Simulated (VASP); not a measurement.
# PtSe2 in VASP: single point with PBE+D3(BJ)

Aim: the single point of PtSe2 with PBE+D3(BJ).

Everything below comes from runs of VASP 6.6.1. Logs are shortened: lines on timing, memory, paths and dates and some standing lists are left out, and cuts for length are marked.

## 1. The cell of the first run

The cell holds a slab with vacuum, 6 atoms: a = 3.707 Å, b = 3.707 Å, c = 22.798 Å, α = 90.00°, β = 90.00°, γ = 120.00°.

## 2. Single point, PBE+D3(BJ) (layers slid over each other)

Input file INCAR:

```
SYSTEM = PtSe2
ALGO = Normal
DIPOL = 0.5 0.5 0.395
EDIFF = 1E-6
ENCUT = 520
GGA = PE
IDIPOL = 3
ISIF = 2
ISMEAR = 0
IVDW = 12
LASPH = .TRUE.
LCHARG = .FALSE.
LDIPOL = .TRUE.
LREAL = .FALSE.
LWAVE = .FALSE.
NBANDS = 31
NELM = 80
PREC = Accurate
SIGMA = 0.05
```

Input file KPOINTS:

```
k-points
0
G
  9 9 1
  0 0 0
```

Input file POSCAR:

```
PtSe2
1.0
    3.7070358035      0.0000000000      0.0000000000
   -1.8535179017      3.2103871786      0.0000000000
    0.0000000000      0.0000000000     22.7981617435
Se Pt
4 2
Direct
    0.6666666667      0.3333333333      0.1973843352
    0.3333333333      0.6666666667      0.3135814612
    0.5000000000      1.3333333333      0.4763138798
    0.8333333333      1.0000000000      0.5925110057
    0.0000000000      0.0000000000      0.2554828982
    1.1666666667      1.6666666667      0.5344124428
```

Potentials or basis: VASP PAW PBE potentials, release 64 (Se, Pt).

On the command line:

```
cat potpaw_PBE.64/Se/POTCAR potpaw_PBE.64/Pt/POTCAR > POTCAR
mpirun -np 1 vasp_std > vasp.out
```

OUTCAR:

```text
SYSTEM = PtSe2
   EDIFF = 1E-6
   ENCUT = 520
   GGA = PE
   ISIF = 2
   ISMEAR = 0
   IVDW = 12
   LASPH = .TRUE.
   LREAL = .FALSE.
   NELM = 80
   PREC = Accurate
 IVDW          = 12

 ion  position               nearest neighbor table
   1  0.667  0.333  0.197-   5 2.52   5 2.52   5 2.52
   2  0.333  0.667  0.314-   5 2.52   5 2.52   5 2.52
   3  0.500  0.333  0.476-   6 2.52   6 2.52   6 2.52
   4  0.833  0.000  0.593-   6 2.52   6 2.52   6 2.52
   5  0.000  0.000  0.255-   1 2.52   2 2.52   1 2.52   2 2.52   1 2.52   2 2.52
   6  0.167  0.667  0.534-   4 2.52   4 2.52   4 2.52   3 2.52   3 2.52   3 2.52

  LATTYP: Found a hexagonal cell.
 ALAT       =     3.7070358035
 C/A-ratio  =     6.1499707454

  Lattice vectors:

 A1 = (   3.7070358035,   0.0000000000,   0.0000000000)
 A2 = (  -1.8535179017,   3.2103871786,   0.0000000000)
 A3 = (   0.0000000000,   0.0000000000,  22.7981617435)

Analysis of symmetry for initial positions (statically):
=====================================================================
 Subroutine PRICEL returns:
 Original cell was already a primitive cell.

 Routine SETGRP: Setting up the symmetry group for a
 hexagonal supercell.

 Subroutine GETGRP returns: Found  1 space group operations
 (whereof  1 operations were pure point group operations)
 out of a pool of 24 trial point group operations.

The static configuration has the point symmetry C_1 .

Analysis of symmetry for dynamics (positions and initial velocities):
=====================================================================
 Subroutine PRICEL returns:
 Original cell was already a primitive cell.

 Routine SETGRP: Setting up the symmetry group for a
 hexagonal supercell.

 Subroutine GETGRP returns: Found  1 space group operations
 (whereof  1 operations were pure point group operations)
 out of a pool of 24 trial point group operations.

The dynamic configuration has the point symmetry C_1 .

 Subroutine INISYM returns: Found  1 space group operations
 (whereof  1 operations are pure point group operations),
 and found     1 'primitive' translations

----------------------------------------------------------------------------------------

                                     Primitive cell

  volume of cell :     271.3214

[... 102 lines left out ...]
   ISIF   =      2    stress and relaxation
   ISYM   =      2    0-nonsym 1-usesym 2-fastsym
   POTIM  = 0.5000    time-step for ionic-motion
   TEBEG  =    0.0;   TEEND  =   0.0 temperature during run
   PSTRESS=    0.0 pullay stress
   NELECT =      44.0000    total number of electrons
   NUPDOWN=      -1.0000    fix difference up-down
   EMIN   =  10.00;   EMAX   =-10.00  energy-range for DOS
   EFERMI =   0.00;   METHOD = LEGACY
   ISMEAR =     0;   SIGMA  =   0.05  broadening in eV -4-tet -1-fermi 0-gaus
   EFERMI_NEDOS =   21; number of points for ismear=-14 and -15
   IALGO  =     38    algorithm
   IMIX   =      4    mixing-type and parameters
     AMIX     =   0.40;   BMIX     =  1.00
     AMIX_MAG =   1.60;   BMIX_MAG =  1.00
  volume/ion in A,a.u.               =      45.22       305.16
  Fermi-wavevector in a.u.,A,eV,Ry     =   0.892752  1.687057 10.843938  0.797007
  Thomas-Fermi vector in A             =   2.014742
   LORBIT       =      0    0 simple, 1 ext, 2 COOP (PROOUT), +10 PAW based schemes
   GGA     = PE    functional components
   LHFCALC =     F    Hartree Fock is set to
   AEXX    =    0.0000 exact exchange contribution
   IVDW    =    12    specifies the selected vdW correction
   LEPSILON=     F    determine dielectric tensor
   LRPA    =     F    only Hartree local field effects (RPA)
 non-spin polarized calculation
 Gauss-broadening in eV      SIGMA  =   0.05
  energy-cutoff  :      520.00
  volume of cell :      271.32
 maximum number of plane-waves:      7334
   NGX = 13   NGY = 13   NGZ = 85

 number of electron      44.0000001 magnetization

 dipolmoment           0.000000      0.000000     -0.000804 electrons x Angstroem

 Free energy of the ion-electron system (eV)
  ---------------------------------------------------
  ext. energy  EPLUGINS =         0.00000000
  ---------------------------------------------------
  free energy    TOTEN  =       -28.57919595 eV

  energy without entropy =      -28.57919595  energy(sigma->0) =      -28.57919595

 E-fermi :  -0.3113     XC(G=0):  -5.5406

 val. band max:       -0.5260696000   @ k =   0.1111   0.1111   0.0000
 cond. band min:       0.5460553891   @ k =   0.2222   0.0000   0.0000
 fundamental gap:      1.0721249890
 Fermi energy:        -0.3113238452

 k-point     1 :       0.0000    0.0000    0.0000
  band No.  band energies     occupation
      1     -14.7467      2.00000
      2     -14.7124      2.00000
      3     -13.0000      2.00000
      4     -12.9312      2.00000
      5      -5.9548      2.00000
      6      -5.7809      2.00000
[... 805 lines left out ...]
     30       6.3486      0.00000
     31       6.7007      0.00000

 [... further k-points ...]

------------------------ aborting loop because EDIFF is reached ----------------------------------------

 vacuum level on the upper side and lower side of the slab       (xc-potential included)        -0.196        -0.184

 Edisp (eV)   -2.02965

 E8    (eV) :    -0.9003

  FORCE on cell =-STRESS in cart. coord.  units (eV):
  Direction    XX          YY          ZZ          XY          YZ          ZX
  --------------------------------------------------------------------------------------
  -------------------------------------------------------------------------------------
  Total      -0.17855    -0.17145    -0.76424    -0.02548    -0.03164     0.05092
  in kB      -1.05438    -1.01241    -4.51290    -0.15049    -0.18686     0.30069
  external pressure =       -2.19 kB  Pullay stress =        0.00 kB

 VOLUME and BASIS-vectors are now :
 -----------------------------------------------------------------------------
  energy-cutoff  :      520.00
  volume of cell :      271.32
      direct lattice vectors                 reciprocal lattice vectors
     3.707035804  0.000000000  0.000000000     0.269757308  0.155744455  0.000000000
    -1.853517902  3.210387179  0.000000000     0.000000000  0.311488909  0.000000000
     0.000000000  0.000000000 22.798161743     0.000000000  0.000000000  0.043863186

 POSITION                                       TOTAL-FORCE (eV/Angst)
 -----------------------------------------------------------------------------------
      1.85352      1.07013      4.50000        -0.007541      0.002171      0.000470
     -0.00000      2.14026      7.14908        -0.012425      0.006780      0.081400
      1.23568      1.07013     10.85908         0.009611     -0.007024     -0.086202
      3.08920      0.00000     13.50816         0.001431     -0.003237     -0.002573
      0.00000      0.00000      5.82454         0.009334     -0.002292      0.064737
     -0.61784      2.14026     12.18362        -0.000410      0.003601     -0.057832
 -----------------------------------------------------------------------------------
    total drift:                                0.000278      0.000123      0.000217

  FREE ENERGIE OF THE ION-ELECTRON SYSTEM (eV)
  ---------------------------------------------------
  free  energy   TOTEN  =       -30.6088454180 eV

  energy  without entropy=      -30.6088454180  energy(sigma->0) =      -30.60884542

 vacuum level on the upper side and lower side of the slab         4.855         4.868
```

stdout:

```text
POSCAR found type information on POSCAR SePt
 POSCAR found :  2 types and       6 ions
 scaLAPACK will be used
 LDA part: xc-table for (Slater+PW92), standard interpolation
 POSCAR, INCAR and KPOINTS ok, starting setup
 FFT: planning ... GRIDC
 FFT: planning ... GRID_SOFT
 FFT: planning ... GRID
 WAVECAR not read
 entering main loop
```

It took 13 min on 1 thread of Intel Xeon 8259CL, shared host; peak memory 0.55 GiB.

Results:

| Property | Result |
| --- | --- |
| Free energy | -30.6088 eV |
| Largest force | 0.087 eV/Å |
| Band gap on the k mesh | 1.07 eV (least direct gap 1.23 eV) |
| Dispersion energy per atom | -0.338 eV |

Forces on the atoms (eV/Å):
```
Se  -0.008  0.002  0.000
Se  -0.012  0.007  0.081
Se   0.010 -0.007 -0.086
Se   0.001 -0.003 -0.003
Pt   0.009 -0.002  0.065
Pt   0.000  0.004 -0.058
```

Caveat: the cell differs from its parent crystal (layers slid over each other); spin-orbit coupling is left out, which moves the levels of the heavy elements.
